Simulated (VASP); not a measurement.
A run of VASP 6.6.1 is set up as follows.

The input POSCAR:

```
CaO
1.0
    0.0000000000      2.3975501260      2.3975501260
    2.3975501260      0.0000000000      2.3975501260
    2.3975501260      2.3975501260      0.0000000000
Ca O
1 1
Direct
    0.0000000000      0.0000000000      0.0000000000
    0.5000000000      0.5000000000      0.5000000000
```

The input INCAR.step1:

```
SYSTEM = CaO
PREC = Accurate ; ENCUT = 500
EDIFF = 1E-8 ; ISMEAR = 0
SIGMA = 0.01 ; LREAL = .False.
LASPH = .True. ; NELM = 60
ALGO = Normal ; LWAVE = .True.
LCHARG = .False. ; GGA = PE
```

Contents of INCAR.step2:

```
SYSTEM = CaO
PREC = Accurate ; ENCUT = 500
EDIFF = 1E-8 ; ISMEAR = 0
SIGMA = 0.01 ; LREAL = .False.
LASPH = .True. ; NELM = 1
ALGO = Exact ; LWAVE = .True.
LCHARG = .False. ; GGA = PE
NBANDS = 52 ; LOPTICS = .True.
ISTART = 1
```

Contents of INCAR.step3:

```
SYSTEM = CaO
PREC = Accurate ; ENCUT = 500
EDIFF = 1E-8 ; ISMEAR = 0
SIGMA = 0.01 ; LREAL = .False.
LASPH = .True. ; ALGO = EVGW0
LWAVE = .False. ; LCHARG = .False.
GGA = PE ; NELMGW = 1
NBANDS = 52 ; ENCUTGW = 80.0
NOMEGA = 96 ; PRECFOCK = Fast
ISTART = 1 ; NBANDSGW = 16
OMEGAMAX = 20
```

Contents of KPOINTS:

```
Automatic mesh
0
Gamma
  4 4 4
  0 0 0
```

Potentials or basis: VASP PAW PBE potentials, release 64 (Ca_sv_GW, O_GW).

The run is started by

```sh
$ cat potpaw_PBE.64/Ca_sv_GW/POTCAR potpaw_PBE.64/O_GW/POTCAR > POTCAR
$ cp INCAR.step1 INCAR
$ mpirun -np 1 vasp_std > vasp.out
$ cp INCAR.step2 INCAR
$ mpirun -np 1 vasp_std > vasp.out
$ cp INCAR.step3 INCAR
$ mpirun -np 1 vasp_std > vasp.out
```

(1) Estimate the quasiparticle gap.

(2) What does it give for the least direct quasiparticle gap?

(3) Estimate the band gap of the starting levels on the mesh.

Results:

(1) 5.69 eV.

(2) 6.11 eV.

(3) 3.65 eV.

Caveat: the k points lie up to 0.57 Å⁻¹ apart; bands, screening cutoff and mesh are small and nothing is extrapolated, so the quasiparticle values aren't converged.
